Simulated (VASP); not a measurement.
Write the native input for VASP 6.6.1 that does the following.

| Property | Result |
| --- | --- |
| Task | single point |
| Functional | PBE |
| Potentials or basis | VASP PAW PBE potentials, release 64 (C) |
| Cutoff | 520 eV |
| k mesh | 12 × 12 × 2 |
| Occupations | gaussian, width 0.05 eV |
| Spin | no spin polarisation |
| Dipole correction | no |
| Further INCAR settings | ALGO = Normal; EDIFF = 1e-06; NBANDS = 36 |

The structure of C lies in POSCAR:

```
C
1.0
    2.3882000000      0.0000000000      0.0000000000
   -1.1941000000      2.0682418693      0.0000000000
    0.0000000000      0.0000000000     13.0506000000
C
12
Direct
    0.0000000000      0.0000000000      0.1868593266
    0.0000000000      0.0000000000      0.6868593266
    0.0000000000      0.0000000000      0.3131406734
    0.0000000000      0.0000000000      0.8131406734
    0.3333333333      0.6666666667      0.5207665411
    0.6666666667      0.3333333333      0.0207665411
    0.3333333333      0.6666666667      0.9792334589
    0.6666666667      0.3333333333      0.4792334589
    0.3333333333      0.6666666667      0.6450950823
    0.6666666667      0.3333333333      0.1450950823
    0.3333333333      0.6666666667      0.8549049177
    0.6666666667      0.3333333333      0.3549049177
```

The input as run:

INCAR

```
PREC = Accurate ; ENCUT = 520
EDIFF = 1E-6 ; ISMEAR = 0
SIGMA = 0.05 ; LREAL = False
LASPH = True ; NELM = 60
ALGO = Normal ; ISIF = 2
LWAVE = False ; LCHARG = False
GGA = PE ; NBANDS = 36
```

KPOINTS

```
regular mesh
0
Gamma
  12 12 2
```

Potentials or basis: VASP PAW PBE potentials, release 64 (C).

Command:

```bash
$ cat potpaw_PBE.64/C/POTCAR > POTCAR
$ mpirun -np 1 vasp_std > vasp.out
```

It gave:

- Pressure: 35.6 GPa
- Largest force: 0.163 eV/Å
- Band gap on the k mesh: 2.81 eV

Caveat: the cell stands under pressure.

Run time: 67 s on 1 thread of Intel(R) Xeon(R) Platinum 8259CL CPU @ 2.50GHz (Skylake/Cascade Lake), on a shared host, peak memory 0.2 GiB.
